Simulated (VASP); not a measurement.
# AlNi (rocksalt type) (Fm-3m) in VASP: further runs

AlNi (rocksalt type) is run at these levels: LDA; tasks: density of states.

Everything below comes from runs of VASP 6.6.1. Logs are shortened: lines on timing, memory, paths and dates and some standing lists are left out, and cuts for length are marked.

**1. The cell of the first run**

Symmetry: Fm-3m, No. 225, cubic system. Conventional cell: a = 3.891 Å, b = 3.891 Å, c = 3.891 Å, α = 90.00°, β = 90.00°, γ = 90.00°. Within 2.6 Å of Ni (site symmetry m-3m) lie 6 Al at 1.95 Å. Within 2.6 Å of Al (site symmetry m-3m) lie 6 Ni at 1.95 Å.

**2. Density of states, LDA (volume scaled by 0.55)**

Input file POSCAR:

```
AlNi
1.0
    0.0000000000      1.9456050348      1.9456050348
    1.9456050348      0.0000000000      1.9456050348
    1.9456050348      1.9456050348      0.0000000000
Ni Al
1 1
Direct
    0.0000000000      0.0000000000      0.0000000000
    0.5000000000      0.5000000000      0.5000000000
```

Input file INCAR.step1:

```
SYSTEM = AlNi
PREC = Accurate ; ENCUT = 520
EDIFF = 1E-6 ; ISMEAR = -1
SIGMA = 0.1 ; LREAL = .False.
LASPH = .True. ; NELM = 60
ALGO = Normal ; ISIF = 2
LWAVE = .False. ; LCHARG = .True.
LMAXMIX = 4 ; NBANDS = 14
```

Input file KPOINTS.step1:

```
Automatic mesh
0
Gamma
  15 15 15
  0 0 0
```

Input file INCAR.step2:

```
SYSTEM = AlNi
PREC = Accurate ; ENCUT = 520
EDIFF = 1E-6 ; ISMEAR = -5
SIGMA = 0.1 ; LREAL = .False.
LASPH = .True. ; NELM = 60
ALGO = Normal ; ISIF = 2
LWAVE = .False. ; LCHARG = .False.
LMAXMIX = 4 ; LORBIT = 10
NBANDS = 14 ; NEDOS = 1001
ICHARG = 11
```

Input file KPOINTS.step2:

```
Automatic mesh
0
Gamma
  23 23 23
  0 0 0
```

Potentials or basis: VASP PAW LDA potentials, release 64 (Ni, Al).

Command:

```
$ cat potpaw_LDA.64/Ni/POTCAR potpaw_LDA.64/Al/POTCAR > POTCAR
$ cp INCAR.step1 INCAR
$ cp KPOINTS.step1 KPOINTS
$ mpirun -np 1 vasp_std > vasp.out
$ cp INCAR.step2 INCAR
$ cp KPOINTS.step2 KPOINTS
$ mpirun -np 1 vasp_std > vasp.out
```

OUTCAR:

```text
SYSTEM = AlNi
   PREC = Accurate
   ENCUT = 520
   EDIFF = 1E-6
   ISMEAR = -5
   LREAL = .False.
   LASPH = .True.
   NELM = 60
   ISIF = 2
   LORBIT = 10
   ICHARG = 11

 ion  position               nearest neighbor table
   1  0.000  0.000  0.000-   2 1.95   2 1.95   2 1.95   2 1.95   2 1.95   2 1.95
   2  0.500  0.500  0.500-   1 1.95   1 1.95   1 1.95   1 1.95   1 1.95   1 1.95

  LATTYP: Found a face centered cubic cell.
 ALAT       =     3.8912100696

  Lattice vectors:

 A1 = (   0.0000000000,   1.9456050348,   1.9456050348)
 A2 = (   1.9456050348,   0.0000000000,   1.9456050348)
 A3 = (   1.9456050348,   1.9456050348,   0.0000000000)

Analysis of symmetry for initial positions (statically):
=====================================================================
 Subroutine PRICEL returns:
 Original cell was already a primitive cell.

 Routine SETGRP: Setting up the symmetry group for a
 face centered cubic supercell.

 Subroutine GETGRP returns: Found 48 space group operations
 (whereof 48 operations were pure point group operations)
 out of a pool of 48 trial point group operations.

The static configuration has the point symmetry O_h .

Analysis of symmetry for dynamics (positions and initial velocities):
=====================================================================
 Subroutine PRICEL returns:
 Original cell was already a primitive cell.

 Routine SETGRP: Setting up the symmetry group for a
 face centered cubic supercell.

 Subroutine GETGRP returns: Found 48 space group operations
 (whereof 48 operations were pure point group operations)
 out of a pool of 48 trial point group operations.

The dynamic configuration has the point symmetry O_h .

 Subroutine INISYM returns: Found 48 space group operations
 (whereof 48 operations are pure point group operations),
 and found     1 'primitive' translations

----------------------------------------------------------------------------------------

                                     Primitive cell

  volume of cell :      14.7297

  direct lattice vectors                    reciprocal lattice vectors
     0.000000000  1.945605035  1.945605035    -0.256989467  0.256989467  0.256989467
     1.945605035  0.000000000  1.945605035     0.256989467 -0.256989467  0.256989467
     1.945605035  1.945605035  0.000000000     0.256989467  0.256989467 -0.256989467

  length of vectors
     2.751501027  2.751501027  2.751501027     0.445118813  0.445118813  0.445118813

  position of ions in fractional coordinates (direct lattice)
     0.000000000  0.000000000  0.000000000
     0.500000000  0.500000000  0.500000000

  ion indices of the primitive-cell ions
   primitive index   ion index
                 1           1
                 2           2

----------------------------------------------------------------------------------------

 KPOINTS: Automatic mesh

Automatic generation of k-mesh.
 Grid dimensions read from file:
 generate k-points for:   23   23   23

 Generating k-lattice:

  Cartesian coordinates                     Fractional coordinates (reciprocal lattice)
    -0.011173455  0.011173455  0.011173455     0.043478261  0.000000000  0.000000000
     0.011173455 -0.011173455  0.011173455     0.000000000  0.043478261  0.000000000
     0.011173455  0.011173455 -0.011173455     0.000000000  0.000000000  0.043478261

  Length of vectors
     0.019352992  0.019352992  0.019352992

  Shift w.r.t. Gamma in fractional coordinates (k-lattice)
     0.000000000  0.000000000  0.000000000

 TETIRR: Found   1662 inequivalent tetrahedra from    73002

 Subroutine IBZKPT returns following result:
 ===========================================

 Found    364 irreducible k-points:

 Following reciprocal coordinates:
            Coordinates               Weight
  0.000000  0.000000  0.000000      1.000000
  0.043478  0.000000  0.000000      8.000000
  0.086957  0.000000  0.000000      8.000000
  0.130435  0.000000  0.000000      8.000000
  0.173913  0.000000  0.000000      8.000000
  0.217391  0.000000  0.000000      8.000000
[... 16 lines left out ...]
  0.478261  0.043478  0.000000     24.000000
 -0.478261  0.043478  0.000000     24.000000
 [... further k-points ...]
   k-points           NKPTS =    364   k-points in BZ     NKDIM =    364   number of bands    NBANDS=     14
   number of dos      NEDOS =   1001   number of ions     NIONS =      2
   total plane-waves  NPLWV =   8000
   dimension x,y,z NGX =    20 NGY =   20 NGZ =   20
   dimension x,y,z NGXF=    40 NGYF=   40 NGZF=   40
   ions per type =               1   1
   NGX,Y,Z   is equivalent  to a cutoff of  12.08, 12.08, 12.08 a.u.
   NGXF,Y,Z  is equivalent  to a cutoff of  24.17, 24.17, 24.17 a.u.
 SYSTEM =  AlNi
   PREC   = accura    normal or accurate (medium, high low for compatibility)
   ISTART =      0    job   : 0-new  1-cont  2-samecut
   ICHARG =     11    charge: 1-file 2-atom 10-const
   ISPIN  =      1    spin polarized calculation?
   LNONCOLLINEAR =      F non collinear calculations
   LSORBIT =      F    spin-orbit coupling
   LASPH  =      T    aspherical Exc in radial PAW
   ENCUT  =  520.0 eV  38.22 Ry    6.18 a.u.   5.12  5.12  5.12*2*pi/ulx,y,z
   NELM   =     60;   NELMIN=  2; NELMDL=  0     # of ELM steps
   EDIFF  = 0.1E-05   stopping-criterion for ELM
   LREAL  =      F    real-space projection
   EDIFFG = 0.1E-04   stopping-criterion for IOM
   NSW    =      0    number of steps for IOM
   IBRION =     -1    ionic relax: 0-MD 1-quasi-New 2-CG
   NFREE  =      0    steps in history (QN), initial steepest desc. (CG)
   ISIF   =      2    stress and relaxation
   ISYM   =      2    0-nonsym 1-usesym 2-fastsym
   POTIM  = 0.5000    time-step for ionic-motion
   TEBEG  =    0.0;   TEEND  =   0.0 temperature during run
   PSTRESS=    0.0 pullay stress
   NELECT =      13.0000    total number of electrons
   NUPDOWN=      -1.0000    fix difference up-down
   EMIN   =  10.00;   EMAX   =-10.00  energy-range for DOS
   EFERMI =   0.00;   METHOD = LEGACY
   ISMEAR =    -5;   SIGMA  =   0.10  broadening in eV -4-tet -1-fermi 0-gaus
   EFERMI_NEDOS =   21; number of points for ismear=-14 and -15
   IALGO  =     38    algorithm
   IMIX   =      4    mixing-type and parameters
     AMIX     =   0.40;   BMIX     =  1.00
     AMIX_MAG =   1.60;   BMIX_MAG =  1.00
  volume/ion in A,a.u.               =       7.36        49.70
  Fermi-wavevector in a.u.,A,eV,Ry     =   1.570331  2.967496 33.551153  2.465940
  Thomas-Fermi vector in A             =   2.672080
   LORBIT       =     10    0 simple, 1 ext, 2 COOP (PROOUT), +10 PAW based schemes
   GGA     = CA    functional components
   LHFCALC =     F    Hartree Fock is set to
   AEXX    =    0.0000 exact exchange contribution
   IVDW    =     0    specifies the selected vdW correction
   LEPSILON=     F    determine dielectric tensor
   LRPA    =     F    only Hartree local field effects (RPA)
 non-spin polarized calculation
 Fermi weights with tetrahedron method with Bloechl corrections
  energy-cutoff  :      520.00
  volume of cell :       14.73
 maximum number of plane-waves:       411

 number of electron      13.0000010 magnetization

 Free energy of the ion-electron system (eV)
  ---------------------------------------------------
  ext. energy  EPLUGINS =         0.00000000
  ---------------------------------------------------
  free energy    TOTEN  =        -4.72371244 eV

  energy without entropy =       -4.72371244  energy(sigma->0) =       -4.72371244

 E-fermi :  18.5416     XC(G=0): -14.7896

 val. band max:       18.6122335809   @ k =  -0.2609   0.3478   0.0870
 cond. band min:      18.3591326229   @ k =  -0.3478   0.4348   0.2174
 fundamental gap:     -0.2531009579
 Fermi energy:        18.5416302398

 k-point     1 :       0.0000    0.0000    0.0000
  band No.  band energies     occupation
      1       3.0152      2.00000
      2      12.7399      2.00000
      3      12.7399      2.00000
      4      12.7399      2.00000
      5      13.2002      2.00000
      6      13.2002      2.00000
      7      30.4538      0.00000
      8      30.4538      0.00000
      9      30.4538      0.00000
     10      30.8606      0.00000
     11      32.2997      0.00000
     12      32.2997      0.00000
     13      32.2997      0.00000
     14      39.6304      0.00000

 k-point     2 :       0.0435    0.0000    0.0000
  band No.  band energies     occupation
      1       3.0743      2.00000
      2      12.7092      2.00000
      3      12.7600      2.00000
      4      12.7600      2.00000
      5      13.1980      2.00000
      6      13.1980      2.00000
      7      29.5896      0.00000
      8      30.3170      0.00000
      9      30.3170      0.00000
     10      30.7507      0.00000
     11      32.4840      0.00000
     12      32.4840      0.00000
     13      33.2548      0.00000
     14      38.9446      0.00000

 k-point     3 :       0.0870    0.0000    0.0000
  band No.  band energies     occupation
      1       3.2509      2.00000
      2      12.6198      2.00000
      3      12.8107      2.00000
      4      12.8107      2.00000
      5      13.2008      2.00000
      6      13.2008      2.00000
      7      28.0645      0.00000
      8      30.0022      0.00000
      9      30.0022      0.00000
     10      30.7900      0.00000
     11      32.9318      0.00000
     12      32.9318      0.00000
     13      34.6548      0.00000
     14      37.8282      0.00000
[... 324 lines left out ...]
 k-point    23 :       0.4783    0.0435    0.0000
  band No.  band energies     occupation
      1       8.2381      2.00000
      2      10.4664      2.00000
      3      12.4791      2.00000
      4      12.5353      2.00000
      5      14.7688      2.00000
      6      14.7726      2.00000
      7      17.1740      2.00000
      8      26.4503      0.00000
      9      26.5458      0.00000
     10      30.2650      0.00000
     11      32.3730      0.00000
     12      32.5359      0.00000
     13      37.8364      0.00000
     14      39.8450      0.00000

 k-point    24 :      -0.4783    0.0435    0.0000
  band No.  band energies     occupation
      1       8.4179      2.00000
      2      10.3549      2.00000
      3      12.4756      2.00000
      4      12.5256      2.00000
      5      14.7735      2.00000
      6      14.8283      2.00000
      7      17.0367      2.00000
      8      26.3166      0.00000
      9      26.5799      0.00000
     10      30.2878      0.00000
     11      32.2096      0.00000
     12      32.5998      0.00000
     13      37.8511      0.00000
     14      40.2589      0.00000

 [... further k-points ...]
[... 5 lines left out ...]
  --------------------------------------------------------------------------------------
  -------------------------------------------------------------------------------------
  Total       25.0840990     25.0840990     25.0840990      0.0000000     -0.0000000     -0.0000000
  in kB     2728.4440206   2728.4440206   2728.4440206      0.0000000     -0.0000000     -0.0000000
  external PRESSURE =    2728.4440206 kB  Pullay stress =       0.0000000 kB

 VOLUME and BASIS-vectors are now :
 -----------------------------------------------------------------------------
  energy-cutoff  :      520.00
  volume of cell :       14.73
      direct lattice vectors                 reciprocal lattice vectors
     0.000000000  1.945605035  1.945605035    -0.256989467  0.256989467  0.256989467
     1.945605035  0.000000000  1.945605035     0.256989467 -0.256989467  0.256989467
     1.945605035  1.945605035  0.000000000     0.256989467  0.256989467 -0.256989467

 POSITION                                       TOTAL-FORCE (eV/Angst)
 -----------------------------------------------------------------------------------
      0.00000      0.00000      0.00000        -0.000000      0.000000     -0.000000
      1.94561      1.94561      1.94561         0.000000     -0.000000      0.000000
 -----------------------------------------------------------------------------------
    total drift:                               -0.000000     -0.000000     -0.000000

  FREE ENERGIE OF THE ION-ELECTRON SYSTEM (eV)
  ---------------------------------------------------
  free  energy   TOTEN  =        -4.7237124360 eV

  energy  without entropy=       -4.7237124360  energy(sigma->0) =       -4.72371244

 total charge

# of ion       s       p       d       tot
------------------------------------------
    1        0.871   0.904   9.136  10.911
    2        0.572   0.747   0.000   1.319
--------------------------------------------------
tot          1.442   1.651   9.136  12.229
```

It took 23 s on 1 thread of Intel Xeon 6975P-C (Granite Rapids), shared host; peak memory 0.18 GiB.

What came out:

```yaml
Valence_electrons_inside_the_program's_atomic_spheres: Ni 10.91; Al 1.32
```

Levels at points of the mesh, in eV from the Fermi level:
| k point | band 3 | band 4 | band 5 | band 6 | band 7 | band 8 | band 9 | band 10 |
| --- | --- | --- | --- | --- | --- | --- | --- | --- |
| (0.00, 0.00, 0.00) | -5.80 | -5.80 | -5.34 | -5.34 | 11.91 | 11.91 | 11.91 | 12.32 |

Caveat: tetrahedron occupations give inexact forces and stress in metals. Spin polarisation is off, so any magnetic state and its effect on volume and gap are missing.

(Continued in part 2 of 2.)
